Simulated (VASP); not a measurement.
# Li in VASP: further runs

The runs below take Li through single point, with PBE.

Everything below comes from runs of VASP 6.6.1. Logs are shortened: lines on timing, memory, paths and dates and some standing lists are left out, and cuts for length are marked.

## (1) The cell of the first run

The typed cell holds 4 atoms: a = 5.825 Å, b = 5.825 Å, c = 3.094 Å, α = 90.00°, β = 90.00°, γ = 129.20°.

## (2) Single point, PBE

Input file INCAR:

```
SYSTEM = Li
PREC = Accurate
ENCUT = 520
EDIFF = 1E-6
ISMEAR = 0
SIGMA = 0.1
LREAL = .FALSE.
LASPH = .TRUE.
NELM = 100
ALGO = Normal
ISIF = 2
LWAVE = .FALSE.
LCHARG = .FALSE.
GGA = PE
NBANDS = 14
```

Input file KPOINTS:

```
Automatic mesh
0
G
  10 10 10
  0 0 0
```

Input file POSCAR:

```
Li
1.0
    2.4985855132     -5.2622455418      0.0000000000
    2.4985855132      5.2622455418      0.0000000000
    0.0000000000      0.0000000000      3.0939761879
Li
4
Direct
    0.1304275176      0.8695724824     -0.0000542895
    0.6304275176      0.3695724824      0.5000542895
    0.8695724824      0.1304275176      1.0000542895
    0.3695724824      0.6304275176      0.4999457105
```

Potentials or basis: VASP PAW PBE potentials, release 64 (Li_sv).

The run is started by

```console
cat potpaw_PBE.64/Li_sv/POTCAR > POTCAR
mpirun -np 1 vasp_std > vasp.out
```

OUTCAR:

```text
SYSTEM = Li
   PREC = Accurate
   ENCUT = 520
   EDIFF = 1E-6
   ISMEAR = 0
   LREAL = .FALSE.
   LASPH = .TRUE.
   NELM = 100
   ISIF = 2
   GGA = PE

 ion  position               nearest neighbor table
   1  0.130  0.870  1.000-
   2  0.630  0.370  0.500-
   3  0.870  0.130  0.000-
   4  0.370  0.630  0.500-

  LATTYP: Found a base centered orthorhombic cell.
 ALAT       =     4.9971710264
 B/A-ratio  =     2.1060898312
 C/A-ratio  =     0.6191455469

  Lattice vectors:

 A1 = (   2.4985855132,  -5.2622455418,   0.0000000000)
 A2 = (   2.4985855132,   5.2622455418,   0.0000000000)
 A3 = (   0.0000000000,   0.0000000000,   3.0939761879)

Analysis of symmetry for initial positions (statically):
=====================================================================
 Subroutine PRICEL returns:
 Original cell was already a primitive cell.

 Routine SETGRP: Setting up the symmetry group for a
 base centered orthorhombic supercell.

 Subroutine GETGRP returns: Found  8 space group operations
 (whereof  4 operations were pure point group operations)
 out of a pool of  8 trial point group operations.

The static configuration has the point symmetry C_2h.
 The point group associated with its full space group is D_2h.

Analysis of symmetry for dynamics (positions and initial velocities):
=====================================================================
 Subroutine PRICEL returns:
 Original cell was already a primitive cell.

 Routine SETGRP: Setting up the symmetry group for a
 base centered orthorhombic supercell.

 Subroutine GETGRP returns: Found  8 space group operations
 (whereof  4 operations were pure point group operations)
 out of a pool of  8 trial point group operations.

The dynamic configuration has the point symmetry C_2h.
 The point group associated with its full space group is D_2h.

 Subroutine INISYM returns: Found  8 space group operations
 (whereof  4 operations are pure point group operations),
 and found     1 'primitive' translations

----------------------------------------------------------------------------------------

                                     Primitive cell

  volume of cell :      81.3603

  direct lattice vectors                    reciprocal lattice vectors
     2.498585513 -5.262245542  0.000000000     0.200113223 -0.095016471  0.000000000
     2.498585513  5.262245542  0.000000000     0.200113223  0.095016471  0.000000000
     0.000000000  0.000000000  3.093976188     0.000000000  0.000000000  0.323208693

  length of vectors
     5.825303229  5.825303229  3.093976188     0.221525240  0.221525240  0.323208693

  position of ions in fractional coordinates (direct lattice)
     0.130427518  0.869572482  0.999945711
     0.630427518  0.369572482  0.500054289
     0.869572482  0.130427518  0.000054289
     0.369572482  0.630427518  0.499945711

  ion indices of the primitive-cell ions
   primitive index   ion index
                 1           1
                 2           2
                 3           3
                 4           4

----------------------------------------------------------------------------------------

 KPOINTS: Automatic mesh

Automatic generation of k-mesh.
 Grid dimensions read from file:
 generate k-points for:   10   10   10

 Generating k-lattice:

  Cartesian coordinates                     Fractional coordinates (reciprocal lattice)
     0.020011322 -0.009501647  0.000000000     0.100000000 -0.000000000  0.000000000
     0.020011322  0.009501647  0.000000000    -0.000000000  0.100000000  0.000000000
     0.000000000  0.000000000  0.032320869     0.000000000  0.000000000  0.100000000

  Length of vectors
     0.022152524  0.022152524  0.032320869

  Shift w.r.t. Gamma in fractional coordinates (k-lattice)
     0.000000000  0.000000000  0.000000000

 Subroutine IBZKPT returns following result:
 ===========================================

 Found    186 irreducible k-points:

 Following reciprocal coordinates:
            Coordinates               Weight
  0.000000  0.000000  0.000000      1.000000
  0.100000  0.000000  0.000000      4.000000
  0.200000  0.000000  0.000000      4.000000
  0.300000  0.000000  0.000000      4.000000
  0.400000 -0.000000  0.000000      4.000000
  0.500000  0.000000  0.000000      2.000000
[... 16 lines left out ...]
  0.300000  0.300000  0.000000      2.000000
  0.400000  0.300000  0.000000      4.000000
 [... further k-points ...]
   k-points           NKPTS =    186   k-points in BZ     NKDIM =    186   number of bands    NBANDS=     14
   number of dos      NEDOS =    301   number of ions     NIONS =      4
   total plane-waves  NPLWV =  55296
   dimension x,y,z NGX =    48 NGY =   48 NGZ =   24
   dimension x,y,z NGXF=    96 NGYF=   96 NGZF=   48
   ions per type =               4
   NGX,Y,Z   is equivalent  to a cutoff of  13.70, 13.70, 12.90 a.u.
   NGXF,Y,Z  is equivalent  to a cutoff of  27.40, 27.40, 25.79 a.u.
 SYSTEM =  Li
   PREC   = accura    normal or accurate (medium, high low for compatibility)
   ISTART =      0    job   : 0-new  1-cont  2-samecut
   ICHARG =      2    charge: 1-file 2-atom 10-const
   ISPIN  =      1    spin polarized calculation?
   LNONCOLLINEAR =      F non collinear calculations
   LSORBIT =      F    spin-orbit coupling
   LASPH  =      T    aspherical Exc in radial PAW
   ENCUT  =  520.0 eV  38.22 Ry    6.18 a.u.  10.83 10.83  5.75*2*pi/ulx,y,z
   NELM   =    100;   NELMIN=  2; NELMDL= -5     # of ELM steps
   EDIFF  = 0.1E-05   stopping-criterion for ELM
   LREAL  =      F    real-space projection
[... 7 lines left out ...]
   TEBEG  =    0.0;   TEEND  =   0.0 temperature during run
   PSTRESS=    0.0 pullay stress
   NELECT =      12.0000    total number of electrons
   NUPDOWN=      -1.0000    fix difference up-down
   EMIN   =  10.00;   EMAX   =-10.00  energy-range for DOS
   EFERMI =   0.00;   METHOD = LEGACY
   ISMEAR =     0;   SIGMA  =   0.10  broadening in eV -4-tet -1-fermi 0-gaus
   EFERMI_NEDOS =   21; number of points for ismear=-14 and -15
   IALGO  =     38    algorithm
   IMIX   =      4    mixing-type and parameters
     AMIX     =   0.40;   BMIX     =  1.00
     AMIX_MAG =   1.60;   BMIX_MAG =  1.00
  volume/ion in A,a.u.               =      20.34       137.26
  Fermi-wavevector in a.u.,A,eV,Ry     =   0.864964  1.634544 10.179362  0.748162
  Thomas-Fermi vector in A             =   1.983137
   LORBIT       =      0    0 simple, 1 ext, 2 COOP (PROOUT), +10 PAW based schemes
   GGA     = PE    functional components
   LHFCALC =     F    Hartree Fock is set to
   AEXX    =    0.0000 exact exchange contribution
   IVDW    =     0    specifies the selected vdW correction
   LEPSILON=     F    determine dielectric tensor
   LRPA    =     F    only Hartree local field effects (RPA)
 non-spin polarized calculation
 Gauss-broadening in eV      SIGMA  =   0.10
  energy-cutoff  :      520.00
  volume of cell :       81.36
 maximum number of plane-waves:      2214
 NGX is ok and might be reduce to    48
   NGX = 21   NGY = 21   NGZ = 11

 number of electron      11.9999995 magnetization

 Free energy of the ion-electron system (eV)
  ---------------------------------------------------
  ext. energy  EPLUGINS =         0.00000000
  ---------------------------------------------------
  free energy    TOTEN  =        -7.47842928 eV

  energy without entropy =       -7.46951364  energy(sigma->0) =       -7.47397146

 E-fermi :   0.5727     XC(G=0):  -7.0328

 val. band max:        0.5715494652   @ k =   0.2000   0.1000   0.2000
 cond. band min:       0.5760745464   @ k =   0.1000   0.1000   0.1000
 fundamental gap:      0.0045250812
 Fermi energy:         0.5726565677

 k-point     1 :       0.0000    0.0000    0.0000
  band No.  band energies     occupation
      1     -46.0003      2.00000
      2     -45.9804      2.00000
      3     -45.9724      2.00000
      4     -45.9709      2.00000
      5      -2.9316      2.00000
      6       0.1890      2.00000
      7       1.7283      0.00000
      8       2.0626      0.00000
      9       2.9532      0.00000
     10       4.1365      0.00000
     11       4.1378      0.00000
     12       8.7018      0.00000
     13      11.1352      0.00000
     14      12.3592      0.00000

 k-point     2 :       0.1000    0.0000    0.0000
  band No.  band energies     occupation
      1     -45.9997      2.00000
      2     -45.9801      2.00000
      3     -45.9737      2.00000
      4     -45.9706      2.00000
      5      -2.8768      2.00000
      6       0.1893      2.00000
      7       1.3097      0.00000
      8       1.8763      0.00000
      9       3.0595      0.00000
     10       4.4193      0.00000
     11       4.6515      0.00000
     12       8.7709      0.00000
     13      10.7447      0.00000
     14      11.8596      0.00000

 k-point     3 :       0.2000    0.0000    0.0000
  band No.  band energies     occupation
      1     -45.9979      2.00000
      2     -45.9792      2.00000
      3     -45.9762      2.00000
      4     -45.9707      2.00000
      5      -2.7124      2.00000
      6       0.2002      2.00000
      7       0.5366      1.39032
      8       1.4825      0.00000
      9       3.3678      0.00000
     10       5.1772      0.00000
     11       5.5553      0.00000
     12       8.9777      0.00000
     13       9.8636      0.00000
     14      11.7082      0.00000
[... 324 lines left out ...]
 k-point    23 :       0.3000    0.3000    0.0000
  band No.  band energies     occupation
      1     -45.9871      2.00000
      2     -45.9842      2.00000
      3     -45.9836      2.00000
      4     -45.9691      2.00000
      5      -1.3424      2.00000
      6      -1.2520      2.00000
      7      -1.1065      2.00000
      8       2.2768      0.00000
      9       3.8768      0.00000
     10       7.1673      0.00000
     11       7.5398      0.00000
     12       7.7945      0.00000
     13      10.6365      0.00000
     14      10.6878      0.00000

 k-point    24 :       0.4000    0.3000    0.0000
  band No.  band energies     occupation
      1     -45.9880      2.00000
      2     -45.9850      2.00000
      3     -45.9842      2.00000
      4     -45.9668      2.00000
      5      -1.7099      2.00000
      6      -1.2845      2.00000
      7      -0.7815      2.00000
      8       2.8920      0.00000
      9       4.3189      0.00000
     10       5.8955      0.00000
     11       6.9425      0.00000
     12       8.2266      0.00000
     13      10.1482      0.00000
     14      10.2725      0.00000

 [... further k-points ...]

------------------------ aborting loop because EDIFF is reached ----------------------------------------

  FORCE on cell =-STRESS in cart. coord.  units (eV):
  Direction    XX          YY          ZZ          XY          YZ          ZX
  --------------------------------------------------------------------------------------
  -------------------------------------------------------------------------------------
  Total       -0.0363253     -0.0378590     -0.0395667      0.0000000      0.0000000      0.0000000
  in kB       -0.7153313     -0.7455334     -0.7791619      0.0000000      0.0000000      0.0000000
  external PRESSURE =      -0.7466755 kB  Pullay stress =       0.0000000 kB

 VOLUME and BASIS-vectors are now :
 -----------------------------------------------------------------------------
  energy-cutoff  :      520.00
  volume of cell :       81.36
      direct lattice vectors                 reciprocal lattice vectors
     2.498585513 -5.262245542  0.000000000     0.200113223 -0.095016471  0.000000000
     2.498585513  5.262245542  0.000000000     0.200113223  0.095016471  0.000000000
     0.000000000  0.000000000  3.093976188     0.000000000  0.000000000  0.323208693

 POSITION                                       TOTAL-FORCE (eV/Angst)
 -----------------------------------------------------------------------------------
      2.49859      3.88956      3.09381         0.000000      0.001343      0.000104
      2.49859     -1.37268      1.54716         0.000000      0.001343     -0.000104
      2.49859     -3.88956      0.00017         0.000000     -0.001343     -0.000104
      2.49859      1.37268      1.54682         0.000000     -0.001343      0.000104
 -----------------------------------------------------------------------------------
    total drift:                                0.000000      0.000000      0.000000

  FREE ENERGIE OF THE ION-ELECTRON SYSTEM (eV)
  ---------------------------------------------------
  free  energy   TOTEN  =        -7.4784292849 eV

  energy  without entropy=       -7.4695136435  energy(sigma->0) =       -7.47397146
```

It took 1.7 min on 1 thread of AMD EPYC 9R45 (Zen 5), shared host; peak memory 0.27 GiB.

What came out:

- Free energy: -7.4784 eV
- Band gap on the k mesh: zero (bands 6 and 7 overlap by 2.90 eV)

Caveat: the cutoff is under 1.25 times the usual one of these potentials, so pressure, stress and relaxed cells hold a basis-set (Pulay) error.

(Continued in part 2 of 2.)
